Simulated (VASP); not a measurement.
Set up this calculation in VASP 6.6.1, as the native input.

```
Task                   : single point
Functional             : PBEsol
Potentials or basis    : VASP PAW PBE potentials, release 64 (Al, Ni)
Cutoff                 : 520 eV
k mesh                 : 14 × 14 × 14
Occupations            : gaussian, width 0.15 eV
Spin                   : no spin polarisation
Dipole correction      : no
Further INCAR settings : ALGO = Fast; EDIFF = 1e-06; NBANDS = 24
```

The structure of AlNi3 lies in POSCAR:

```
AlNi3
1.0
    0.0000000000      2.6864715449      2.5745352306
    2.6864715449      0.0000000000      2.5745352306
    2.6864715449      2.6864715449      0.0000000000
Al Ni
1 3
Direct
    0.5000000000      0.5000000000      0.5000000000
    0.2500000000      0.2500000000      0.2500000000
    0.0000000000      0.0000000000      0.0000000000
    0.7500000000      0.7500000000      0.7500000000
```

This cell differs from its parent crystal: strain -0.040 along x and y, -0.080 along z.

These files were run (other wordings do the same):

INCAR

```
PREC = Accurate ; ENCUT = 520
EDIFF = 1E-6 ; ISMEAR = 0
SIGMA = 0.15 ; LREAL = F
LASPH = T ; NELM = 80
ALGO = Fast ; ISIF = 2
LWAVE = F ; LCHARG = T
GGA = PS ; LELF = T
LVHAR = T ; NBANDS = 24
```

KPOINTS

```
regular mesh
0
Gamma
  14 14 14
```

Potentials or basis: VASP PAW PBE potentials, release 64 (Al, Ni).

Launch:

```bash
$ cat potpaw_PBE.64/Al/POTCAR potpaw_PBE.64/Ni/POTCAR > POTCAR
$ mpirun -np 1 vasp_std > vasp.out
```

It gave:

```
Pressure               : 48.4 GPa
Band gap on the k mesh : zero (an odd number of electrons rules out a gap without spin polarisation)
```

Caveat: the cell differs from its parent crystal (strain -0.040 along x and y, -0.080 along z); the cell stands under pressure; the PAW data sets were made with another functional, which shifts forces and pressure a little.

It took 110 s on 1 thread of Intel(R) Xeon(R) 6975P-C (Granite Rapids), with other jobs on the host, peak memory 0.29 GiB.
